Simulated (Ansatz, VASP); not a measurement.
# TaGa5: VASP beside Ansatz

```
Ta Ga
1.0
     5.07604    0.00000    0.00000
    -2.53802    4.39598    0.00000
     0.00000    0.00000    4.91827
Ta Ga
1 5
Direct
  0.00000 0.00000 0.00000
  0.33333 0.66667 0.00000
  0.66667 0.33333 0.00000
  0.50000 0.00000 0.50000
  0.50000 0.50000 0.50000
  0.00000 0.50000 0.50000
```

Change from the starting cell: species swapped into the SmNi5 type (P6/mmm, No. 191).

Alike in both runs: functional PBE; k mesh 12 × 12 × 8; occupations gaussian, width 0.1 eV; no spin polarisation.

Ansatz relaxed the structure, and its values are those at the end. VASP's run is a single point on that final structure, the one shown.

|  | VASP | Ansatz |
| --- | --- | --- |
| version | VASP 6.6.1 | Ansatz 0.2.0 |
| potentials or method | VASP PAW PBE potentials, release 64 (Ta_pv, Ga_d), cutoff 520 eV | scalar-relativistic, plane waves, PAW |
| valence electrons in the cell | 76 | 78 |

VASP gave:

- gap on the k mesh at the Fermi level (eV): none
- pressure (GPa): 0.1

**Question.** Which values does Ansatz return?

**Answer.** gap on the k mesh at the Fermi level (eV): none; pressure (GPa): 0.0.

A gap of «none» marks a metal or a gap that the smearing closes. With one functional, cell and mesh, what is left measures potentials, basis and numerics. VASP's potentials hold 76 valence electrons a cell and Ansatz's 78, so a difference there can come from the potentials and not from the codes.

Neither program's run includes spin-orbit coupling.
